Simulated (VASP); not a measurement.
A run of VASP 6.6.1 is set up as follows.

Contents of POSCAR:

```
GaN
1.0
    0.0000000000      2.1085152350      2.1085152350
    2.1085152350      0.0000000000      2.1085152350
    2.1085152350      2.1085152350      0.0000000000
Ga N
1 1
Direct
    0.0000000000      0.0000000000      0.0000000000
    0.5000000000      0.5000000000      0.5000000000
```

INCAR.step1

```
PREC = Accurate
ENCUT = 500
EDIFF = 1E-8
ISMEAR = 0
SIGMA = 0.01
LREAL = F
LASPH = T
NELM = 100
ALGO = Normal
LWAVE = T
LCHARG = F
```

INCAR.step2

```
PREC = Accurate
ENCUT = 500
EDIFF = 1E-8
ISMEAR = 0
SIGMA = 0.01
LREAL = F
LASPH = T
NELM = 1
ALGO = Exact
LWAVE = T
LCHARG = F
NBANDS = 69
LOPTICS = T
ISTART = 1
```

The input INCAR.step3:

```
PREC = Accurate
ENCUT = 500
EDIFF = 1E-8
ISMEAR = 0
SIGMA = 0.01
LREAL = F
LASPH = T
ALGO = EVGW0
LWAVE = F
LCHARG = F
NELMGW = 1
NBANDS = 69
ENCUTGW = 80.0
NOMEGA = 48
PRECFOCK = Fast
ISTART = 1
NBANDSGW = 17
```

The input KPOINTS:

```
regular mesh
0
Gamma
  4 4 4
```

Potentials or basis: VASP PAW LDA potentials, release 64 (Ga_d_GW, N_GW).

Launch:

```sh
$ cat potpaw_LDA.64/Ga_d_GW/POTCAR potpaw_LDA.64/N_GW/POTCAR > POTCAR
$ cp INCAR.step1 INCAR
$ mpirun -np 1 vasp_std > vasp.out
$ cp INCAR.step2 INCAR
$ mpirun -np 1 vasp_std > vasp.out
$ cp INCAR.step3 INCAR
$ mpirun -np 1 vasp_std > vasp.out
```

Task: Predict the quasiparticle gap.

Result: 1.55 eV.

Task: What does it give for the least direct quasiparticle gap?

Result: 3.65 eV.

Task: Predict the band gap of the starting levels on the mesh.

Result: 0.54 eV.

Task: Estimate the least direct gap of the starting levels on the mesh.

Result: 2.88 eV.

Caveat: the k points lie up to 0.65 Å⁻¹ apart; bands, screening cutoff and mesh are small and nothing is extrapolated, so the quasiparticle values aren't converged.
